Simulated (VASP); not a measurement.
# Ge in VASP: a series of runs

Ge is run at these levels: r2SCAN, PBE; tasks: single point.

All numbers are computed with VASP 6.6.1; they aren't measurements. Logs are shortened: lines on timing, memory, paths and dates and some standing lists are left out, and cuts for length are marked.

## 1. The cell of the first run

Symmetry: R-3m, No. 166, trigonal system. The conventional cell has a = 4.092 Å, b = 4.092 Å, c = 9.766 Å, α = 90.00°, β = 90.00°, γ = 120.00°. Ge (site symmetry 3m) has 4 Ge at 2.46 to 2.49 Å within 3.3 Å.

## 2. Single point, r2SCAN (epitaxial 111 strain +2.0%)

Contents of POSCAR:

```
Ge
1.0
   -0.0495434509      2.8440675314      2.8440675314
    2.8440675314     -0.0495434509      2.8440675314
    2.8440675314      2.8440675314     -0.0495434509
Ge
2
Direct
   -0.0010765811     -0.0010765811     -0.0010765811
    0.2510765811      0.2510765811      0.2510765811
```

Contents of INCAR.step1:

```
SYSTEM = Ge
ALGO = Normal ; EDIFF = 1E-4
ENCUT = 520 ; GGA = PE
ISMEAR = -1 ; LASPH = .TRUE.
LCHARG = .FALSE. ; LREAL = .FALSE.
LWAVE = .TRUE. ; NBANDS = 21
NELM = 100 ; PREC = Accurate
SIGMA = 0.02
```

Contents of INCAR.step2:

```
SYSTEM = Ge
ALGO = Normal ; EDIFF = 1E-6
ENCUT = 520 ; ISIF = 2
ISMEAR = -1 ; ISTART = 1
LASPH = .TRUE. ; LCHARG = .FALSE.
LMIXTAU = .TRUE. ; LREAL = .FALSE.
LWAVE = .FALSE. ; METAGGA = R2SCAN
NBANDS = 21 ; NELM = 100
PREC = Accurate ; SIGMA = 0.02
```

Contents of KPOINTS:

```
k-points
0
G
  8 8 8
  0 0 0
```

Potentials or basis: VASP PAW PBE potentials, release 64 (Ge_d).

Started as:

```sh
$ cat potpaw_PBE.64/Ge_d/POTCAR > POTCAR
$ cp INCAR.step1 INCAR
$ mpirun -np 1 vasp_std > vasp.out
$ cp INCAR.step2 INCAR
$ mpirun -np 1 vasp_std > vasp.out
```

OUTCAR:

```text
SYSTEM = Ge
   EDIFF = 1E-6
   ENCUT = 520
   ISIF = 2
   ISMEAR = -1
   ISTART = 1
   LASPH = .TRUE.
   LREAL = .FALSE.
   METAGGA = R2SCAN
   NELM = 100
   PREC = Accurate

 ion  position               nearest neighbor table
   1  0.999  0.999  0.999-   2 2.46   2 2.49   2 2.49   2 2.49
   2  0.251  0.251  0.251-   1 2.46   1 2.49   1 2.49   1 2.49

  LATTYP: Found a trigonal (rhomboedric) cell.
 ALAT       =     4.0224239955
 COS(alpha) =     0.4825068630

  Lattice vectors:

 A1 = (  -0.0495434509,   2.8440675314,   2.8440675314)
 A2 = (   2.8440675314,  -0.0495434509,   2.8440675314)
 A3 = (   2.8440675314,   2.8440675314,  -0.0495434509)

Analysis of symmetry for initial positions (statically):
=====================================================================
 Subroutine PRICEL returns:
 Original cell was already a primitive cell.

 Routine SETGRP: Setting up the symmetry group for a
 trigonal (rhombohedral) supercell.

 Subroutine GETGRP returns: Found 12 space group operations
 (whereof  6 operations were pure point group operations)
 out of a pool of 12 trial point group operations.

The static configuration has the point symmetry C_3v.
 The point group associated with its full space group is D_3d.

Analysis of symmetry for dynamics (positions and initial velocities):
=====================================================================
 Subroutine PRICEL returns:
 Original cell was already a primitive cell.

 Routine SETGRP: Setting up the symmetry group for a
 trigonal (rhombohedral) supercell.

 Subroutine GETGRP returns: Found 12 space group operations
 (whereof  6 operations were pure point group operations)
 out of a pool of 12 trial point group operations.

The dynamic configuration has the point symmetry C_3v.
 The point group associated with its full space group is D_3d.

 Subroutine INISYM returns: Found 12 space group operations
 (whereof  6 operations are pure point group operations),
 and found     1 'primitive' translations

----------------------------------------------------------------------------------------

                                     Primitive cell

  volume of cell :      47.2118

  direct lattice vectors                    reciprocal lattice vectors
    -0.049543451  2.844067531  2.844067531    -0.171276221  0.174312736  0.174312736
     2.844067531 -0.049543451  2.844067531     0.174312736 -0.171276221  0.174312736
     2.844067531  2.844067531 -0.049543451     0.174312736  0.174312736 -0.171276221

  length of vectors
     4.022423996  4.022423996  4.022423996     0.300175621  0.300175621  0.300175621

  position of ions in fractional coordinates (direct lattice)
     0.998923419  0.998923419  0.998923419
     0.251076581  0.251076581  0.251076581

  ion indices of the primitive-cell ions
   primitive index   ion index
                 1           1
                 2           2

----------------------------------------------------------------------------------------

 KPOINTS: k-points

Automatic generation of k-mesh.
 Grid dimensions read from file:
 generate k-points for:    8    8    8

 Generating k-lattice:

  Cartesian coordinates                     Fractional coordinates (reciprocal lattice)
    -0.021409528  0.021789092  0.021789092     0.125000000  0.000000000 -0.000000000
     0.021789092 -0.021409528  0.021789092     0.000000000  0.125000000 -0.000000000
     0.021789092  0.021789092 -0.021409528     0.000000000  0.000000000  0.125000000

  Length of vectors
     0.037521953  0.037521953  0.037521953

  Shift w.r.t. Gamma in fractional coordinates (k-lattice)
     0.000000000  0.000000000  0.000000000

 Subroutine IBZKPT returns following result:
 ===========================================

 Found     65 irreducible k-points:

 Following reciprocal coordinates:
            Coordinates               Weight
  0.000000  0.000000  0.000000      1.000000
  0.125000  0.000000  0.000000      6.000000
  0.250000  0.000000  0.000000      6.000000
  0.375000 -0.000000 -0.000000      6.000000
  0.500000  0.000000  0.000000      3.000000
  0.125000  0.125000  0.000000      6.000000
[... 16 lines left out ...]
  0.250000  0.125000  0.125000      6.000000
  0.375000  0.125000  0.125000      6.000000
 [... further k-points ...]
   k-points           NKPTS =     65   k-points in BZ     NKDIM =     65   number of bands    NBANDS=     21
   number of dos      NEDOS =    301   number of ions     NIONS =      2
   total plane-waves  NPLWV =  27000
   dimension x,y,z NGX =    30 NGY =   30 NGZ =   30
   dimension x,y,z NGXF=    60 NGYF=   60 NGZF=   60
   ions per type =               2
   NGX,Y,Z   is equivalent  to a cutoff of  12.40, 12.40, 12.40 a.u.
   NGXF,Y,Z  is equivalent  to a cutoff of  24.80, 24.80, 24.80 a.u.
 SYSTEM =  Ge
   PREC   = accura    normal or accurate (medium, high low for compatibility)
   ISTART =      1    job   : 0-new  1-cont  2-samecut
   ICHARG =      0    charge: 1-file 2-atom 10-const
   ISPIN  =      1    spin polarized calculation?
   LNONCOLLINEAR =      F non collinear calculations
   LSORBIT =      F    spin-orbit coupling
   LASPH  =      T    aspherical Exc in radial PAW
   ENCUT  =  520.0 eV  38.22 Ry    6.18 a.u.   7.48  7.48  7.48*2*pi/ulx,y,z
   NELM   =    100;   NELMIN=  2; NELMDL=  0     # of ELM steps
   EDIFF  = 0.1E-05   stopping-criterion for ELM
   LREAL  =      F    real-space projection
   EDIFFG = 0.1E-04   stopping-criterion for IOM
   NSW    =      0    number of steps for IOM
   IBRION =     -1    ionic relax: 0-MD 1-quasi-New 2-CG
   NFREE  =      0    steps in history (QN), initial steepest desc. (CG)
   ISIF   =      2    stress and relaxation
   ISYM   =      2    0-nonsym 1-usesym 2-fastsym
   POTIM  = 0.5000    time-step for ionic-motion
   TEBEG  =    0.0;   TEEND  =   0.0 temperature during run
   PSTRESS=    0.0 pullay stress
   NELECT =      28.0000    total number of electrons
   NUPDOWN=      -1.0000    fix difference up-down
   EMIN   =  10.00;   EMAX   =-10.00  energy-range for DOS
   EFERMI =   0.00;   METHOD = LEGACY
   ISMEAR =    -1;   SIGMA  =   0.02  broadening in eV -4-tet -1-fermi 0-gaus
   EFERMI_NEDOS =   21; number of points for ismear=-14 and -15
   IALGO  =     38    algorithm
   IMIX   =      4    mixing-type and parameters
     AMIX     =   0.40;   BMIX     =  1.00
     AMIX_MAG =   1.60;   BMIX_MAG =  1.00
  volume/ion in A,a.u.               =      23.61       159.30
  Fermi-wavevector in a.u.,A,eV,Ry     =   1.375447  2.599218 25.740243  1.891854
  Thomas-Fermi vector in A             =   2.500782
   LORBIT       =      0    0 simple, 1 ext, 2 COOP (PROOUT), +10 PAW based schemes
   METAGGA = R2SCAN    functional components
   LHFCALC =     F    Hartree Fock is set to
   AEXX    =    0.0000 exact exchange contribution
   IVDW    =     0    specifies the selected vdW correction
   LEPSILON=     F    determine dielectric tensor
   LRPA    =     F    only Hartree local field effects (RPA)
 non-spin polarized calculation
  energy-cutoff  :      520.00
  volume of cell :       47.21
 maximum number of plane-waves:      1293
 NGX is ok and might be reduce to    30
   NGX = 15   NGY = 15   NGZ = 15

 number of electron      27.9999981 magnetization

 Free energy of the ion-electron system (eV)
  ---------------------------------------------------
  ext. energy  EPLUGINS =         0.00000000
  ---------------------------------------------------
  free energy    TOTEN  =       -27.71819424 eV

  energy without entropy =      -27.71810017  energy(sigma->0) =      -27.71814721

 E-fermi :   4.4089     XC(G=0): -10.6018

 val. band max:        4.3750193271   @ k =   0.0000   0.0000   0.0000
 cond. band min:       4.4360927898   @ k =   0.5000   0.5000   0.5000
 fundamental gap:      0.0610734627
 Fermi energy:         4.4089181562

 k-point     1 :       0.0000    0.0000    0.0000
  band No.  band energies     occupation
      1     -21.0500      2.00000
      2     -21.0309      2.00000
      3     -21.0309      2.00000
      4     -21.0010      2.00000
      5     -21.0010      2.00000
      6     -20.8127      2.00000
[... 13 lines left out ...]
     20      14.2340      0.00000
     21      14.2340      0.00000

 k-point     2 :       0.1250    0.0000    0.0000
  band No.  band energies     occupation
      1     -21.0549      2.00000
      2     -21.0397      2.00000
      3     -21.0300      2.00000
      4     -20.9915      2.00000
      5     -20.9904      2.00000
      6     -20.8193      2.00000
[... 13 lines left out ...]
     20      13.3561      0.00000
     21      13.4856      0.00000

 k-point     3 :       0.2500    0.0000    0.0000
  band No.  band energies     occupation
      1     -21.0623      2.00000
      2     -21.0506      2.00000
      3     -21.0262      2.00000
      4     -20.9759      2.00000
      5     -20.9747      2.00000
      6     -20.8273      2.00000
[... 13 lines left out ...]
     20      13.0269      0.00000
     21      13.3398      0.00000

 k-point     4 :       0.3750   -0.0000   -0.0000
  band No.  band energies     occupation
      1     -21.0662      2.00000
      2     -21.0563      2.00000
      3     -21.0219      2.00000
      4     -20.9685      2.00000
      5     -20.9628      2.00000
      6     -20.8337      2.00000
[... 13 lines left out ...]
     20      14.0913      0.00000
     21      14.5949      0.00000

 k-point     5 :       0.5000    0.0000    0.0000
  band No.  band energies     occupation
      1     -21.0671      2.00000
      2     -21.0579      2.00000
      3     -21.0202      2.00000
      4     -20.9669      2.00000
      5     -20.9589      2.00000
      6     -20.8366      2.00000
[... 13 lines left out ...]
     20      15.6170      0.00000
     21      15.7317      0.00000
[... 382 lines left out ...]
     20      16.3992      0.00000
     21      17.6166      0.00000

 k-point    22 :       0.1250    0.1250    0.1250
  band No.  band energies     occupation
      1     -21.0462      2.00000
      2     -21.0392      2.00000
      3     -21.0392      2.00000
      4     -20.9890      2.00000
      5     -20.9890      2.00000
      6     -20.8211      2.00000
[... 13 lines left out ...]
     20      13.3265      0.00000
     21      13.3265      0.00000

 k-point    23 :       0.2500    0.1250    0.1250
  band No.  band energies     occupation
      1     -21.0513      2.00000
      2     -21.0508      2.00000
      3     -21.0322      2.00000
      4     -20.9827      2.00000
      5     -20.9712      2.00000
      6     -20.8383      2.00000
[... 13 lines left out ...]
     20      13.3294      0.00000
     21      13.6108      0.00000

 k-point    24 :       0.3750    0.1250    0.1250
  band No.  band energies     occupation
      1     -21.0632      2.00000
      2     -21.0593      2.00000
      3     -21.0191      2.00000
      4     -20.9701      2.00000
      5     -20.9560      2.00000
      6     -20.8485      2.00000
[... 13 lines left out ...]
     20      13.9759      0.00000
     21      15.3027      0.00000

 [... further k-points ...]

------------------------ aborting loop because EDIFF is reached ----------------------------------------

  FORCE on cell =-STRESS in cart. coord.  units (eV):
  Direction    XX          YY          ZZ          XY          YZ          ZX
  --------------------------------------------------------------------------------------
  -------------------------------------------------------------------------------------
  Total       -0.6045633     -0.6045633     -0.6045633      0.3033040      0.3033040      0.3033040
  in kB      -20.5164114    -20.5164114    -20.5164114     10.2929021     10.2929021     10.2929021
  external PRESSURE =     -20.5164114 kB  Pullay stress =       0.0000000 kB

 VOLUME and BASIS-vectors are now :
 -----------------------------------------------------------------------------
  energy-cutoff  :      520.00
  volume of cell :       47.21
      direct lattice vectors                 reciprocal lattice vectors
    -0.049543451  2.844067531  2.844067531    -0.171276221  0.174312736  0.174312736
     2.844067531 -0.049543451  2.844067531     0.174312736 -0.171276221  0.174312736
     2.844067531  2.844067531 -0.049543451     0.174312736  0.174312736 -0.171276221

 POSITION                                       TOTAL-FORCE (eV/Angst)
 -----------------------------------------------------------------------------------
      5.63252      5.63252      5.63252        -0.008190     -0.008190     -0.008190
      1.41572      1.41572      1.41572         0.008190      0.008190      0.008190
 -----------------------------------------------------------------------------------
    total drift:                               -0.000000     -0.000000     -0.000000

  FREE ENERGIE OF THE ION-ELECTRON SYSTEM (eV)
  ---------------------------------------------------
  free  energy   TOTEN  =       -27.7181942383 eV

  energy  without entropy=      -27.7181001746  energy(sigma->0) =      -27.71814721
```

Run time: 1.7 min. Hardware: 1 thread of Intel Xeon 6975P-C (Granite Rapids), shared host; peak memory 0.19 GiB.

Results:

```
Free energy            : -27.7182 eV
Pressure               : -2.1 GPa
Largest force          : 0.014 eV/Å
Band gap on the k mesh : 0.06 eV, indirect (least direct gap 0.15 eV)
```

Forces on the atoms (eV/Å):
```
Ge  -0.008 -0.008 -0.008
Ge   0.008  0.008  0.008
```

Stress tensor (GPa, compression positive):
```
-2.05  1.03  1.03
 1.03 -2.05  1.03
 1.03  1.03 -2.05
```

Levels at points of the mesh, in eV from the valence-band top:
```csv
k point,band 10,band 11,band 12,band 13,band 14,band 15,band 16,band 17,band 18,band 19
"(0.00, 0.00, 0.00)",-25.16,-12.96,-0.04,-0.04,0.00,0.15,2.64,2.64,2.93,6.98
"(0.50, 0.00, 0.00)",-25.13,-10.91,-7.65,-1.39,-1.30,0.42,3.99,4.09,7.70,10.79
"(0.50, 0.50, 0.00)",-25.13,-9.08,-8.98,-3.15,-2.95,0.91,1.19,9.66,9.81,11.86
"(0.50, 0.50, 0.50)",-25.15,-10.73,-7.63,-1.52,-1.52,0.06,3.89,3.89,7.47,11.07
```

Caveat: the cell differs from its parent crystal (epitaxial 111 strain +2.0%); the PAW data sets were made with another functional, which shifts forces and pressure a little. A k mesh can miss the band edges.

## 3. Single point, r2SCAN (epitaxial 111 strain +3.0%)

Contents of POSCAR:

```
Ge
1.0
   -0.0748217750      2.8471579424      2.8471579424
    2.8471579424     -0.0748217750      2.8471579424
    2.8471579424      2.8471579424     -0.0748217750
Ge
2
Direct
   -0.0015854870     -0.0015854870     -0.0015854870
    0.2515854870      0.2515854870      0.2515854870
```

Contents of INCAR.step1:

```
SYSTEM = Ge
PREC = Accurate
ENCUT = 520
ISMEAR = -1
SIGMA = 0.02
LREAL = .FALSE.
LASPH = .TRUE.
NELM = 80
NBANDS = 21
GGA = PE
ALGO = Normal
EDIFF = 1E-4
LWAVE = .TRUE.
LCHARG = .FALSE.
```

Contents of INCAR.step2:

```
SYSTEM = Ge
PREC = Accurate
ENCUT = 520
EDIFF = 1E-7
ISMEAR = -1
SIGMA = 0.02
LREAL = .FALSE.
LASPH = .TRUE.
NELM = 80
ALGO = Normal
ISIF = 2
LWAVE = .FALSE.
LCHARG = .FALSE.
METAGGA = R2SCAN
LMIXTAU = .TRUE.
NBANDS = 21
ISTART = 1
```

Contents of KPOINTS:

```
regular mesh
0
G
  8 8 8
  0 0 0
```

Potentials or basis: VASP PAW PBE potentials, release 64 (Ge_d).

Started as:

```sh
$ cat potpaw_PBE.64/Ge_d/POTCAR > POTCAR
$ cp INCAR.step1 INCAR
$ mpirun -np 1 vasp_std > vasp.out
$ cp INCAR.step2 INCAR
$ mpirun -np 1 vasp_std > vasp.out
```

Wall time 1.8 min (1 thread of Intel Xeon 6975P-C (Granite Rapids), shared host); peak memory 0.19 GiB.

The run converged. Its results:

```
Free energy            : -27.6967 eV
Pressure               : -2.9 GPa
Largest force          : 0.007 eV/Å
Band gap on the k mesh : zero (band 14 reaches 4.16 eV, above the bottom of band 15 at 4.11 eV)
```

Forces in eV/Å, atoms in the order of the input:
```
Ge  -0.004 -0.004 -0.004
Ge   0.004  0.004  0.004
```

Stress tensor (GPa, compression positive):
```
-2.94  1.48  1.48
 1.48 -2.94  1.48
 1.48  1.48 -2.94
```

Levels at points of the mesh, in eV from the Fermi level:
```tsv
k point	band 12	band 13	band 14	band 15	band 16	band 17
(0.00, 0.00, 0.00)	-0.12	0.00	0.00	0.26	2.65	2.65
(0.50, 0.00, 0.00)	-7.52	-1.30	-1.18	0.47	4.03	4.20
(0.50, 0.50, 0.00)	-8.84	-3.08	-2.78	0.92	1.33	9.49
(0.50, 0.50, 0.50)	-7.50	-1.50	-1.50	-0.05	3.89	3.89
```

Caveat: the cell differs from its parent crystal (epitaxial 111 strain +3.0%); the PAW data sets were made with another functional, which shifts forces and pressure a little.

(Continued in part 2 of 2.)
